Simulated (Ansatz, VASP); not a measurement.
Two plane-wave programs on Cd3TeSe2

INCAR

```
ALGO = Normal
EDIFF = 1E-6
ENCUT = 520
GGA = PE
ISIF = 2
ISMEAR = 0
LASPH = True
LCHARG = False
LREAL = False
LWAVE = False
NBANDS = 36
NELM = 80
PREC = Accurate
SIGMA = 0.1
```

File KPOINTS:

```
k-points
0
Gamma
  4 4 4
```

POSCAR

```
Cd3TeSe2
1.0
   -3.1907779200      3.1907779200      4.5330984700
    3.1907779200     -3.1907779200      4.5330984700
    3.1907779200      3.1907779200     -4.5330984700
Cd Te Se
3 1 2
Direct
    0.7290989500      0.7290989500      0.0000000000
    0.2709010500      0.2709010500      0.0000000000
    0.0000000000      0.0000000000      0.0000000000
    0.5000000000      0.5000000000      0.0000000000
    0.7500000000      0.2500000000      0.5000000000
    0.2500000000      0.7500000000      0.5000000000
```

Input for Ansatz:

```yaml
crystal:
  lattice:
    - [-3.19077792, 3.19077792, 4.53309847]
    - [3.19077792, -3.19077792, 4.53309847]
    - [3.19077792, 3.19077792, -4.53309847]
  atoms:
    - { symbol: Cd, position: [0.72909895, 0.72909895, 0.0] }
    - { symbol: Cd, position: [0.27090105, 0.27090105, 0.0] }
    - { symbol: Cd, position: [0.0, 0.0, 0.0] }
    - { symbol: Te, position: [0.5, 0.5, 0.0] }
    - { symbol: Se, position: [0.75, 0.25, 0.5] }
    - { symbol: Se, position: [0.25, 0.75, 0.5] }
basis:
  ecutwfc: 420
kpoints:
  mp_grid: { grid: [4, 4, 4] }
hamiltonian:
  xc: pbe
scf:
  occupations: { method: gaussian, width: 0.1 }
  lower_state_search: "off"
output:
  forces: true
  stress: true
  eigenvalues: true
```

Alike in both runs: task single point; functional PBE; k mesh 4 × 4 × 4; occupations gaussian, width 0.1 eV; no spin polarisation.

|  | VASP | Ansatz |
| --- | --- | --- |
| version | VASP 6.6.1 | Ansatz 0.2.0 |
| potentials or method | VASP PAW PBE potentials, release 64 (Cd, Te, Se), cutoff 520 eV | scalar-relativistic, plane waves, PAW |
| valence electrons in the cell | 54 | 108 |

```tsv
	VASP	Ansatz	Ansatz less VASP
gap on the k mesh at the Fermi level (eV)	none	none	-
pressure (GPa)	18.1	17.9	-0.15
traceless stress, the component that is largest in VASP (GPa)	45.83	45.63	-0.201
rms of the force components (eV/Å)	4.063	4.115	+0.0517
```

Atom by atom the forces differ by 0.052 eV/Å (rms over components). A gap of «none» marks a metal or a gap that the smearing closes. The functional is the same, so the differences come from potentials, cutoffs and numerics. VASP's potentials hold 54 valence electrons a cell and Ansatz's 108, so a difference there can come from the potentials and not from the codes.

Neither program's run includes spin-orbit coupling.
